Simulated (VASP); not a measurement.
C, 2 atoms in the cell. It takes space group I4_1/amd (No. 141, tetragonal). The conventional cell has a = 2.396 Å, b = 2.396 Å, c = 3.567 Å, α = 90.00°, β = 90.00°, γ = 90.00°. Within 2.0 Å of C (site symmetry -4m2) lie 4 C at 1.49 Å.  This cell differs from its parent crystal: strain -0.0500 x Voigt [1, 1, 0, 0, 0, 0].

| Property | Result |
| --- | --- |
| Program | VASP 6.6.1 |
| Task | single point |
| Functional | PBE |
| Potentials or basis | VASP PAW PBE potentials, release 64 (C) |
| Cutoff | 520 eV |
| k mesh | 12 × 12 × 12 |
| Occupations | gaussian, width 0.05 eV |
| Spin | no spin polarisation |
| Dipole correction | no |
| Further INCAR settings | ALGO = Normal; EDIFF = 1e-06; NBANDS = 11 |

Potentials or basis: VASP PAW PBE potentials, release 64 (C).

The run is started by

```sh
$ cat potpaw_PBE.64/C/POTCAR > POTCAR
$ mpirun -np 1 vasp_std > vasp.out
```

Hardware: 1 thread of AMD EPYC 7R43 64-Core Processor (Zen 3) (shared host).

Task: How long does it take, and how much memory?

Result: Wall time 13 s on 1 thread of AMD EPYC 7R43 64-Core Processor (Zen 3), on a shared host, peak memory 0.08 GiB. Counts: scf iterations 11, k points 163.
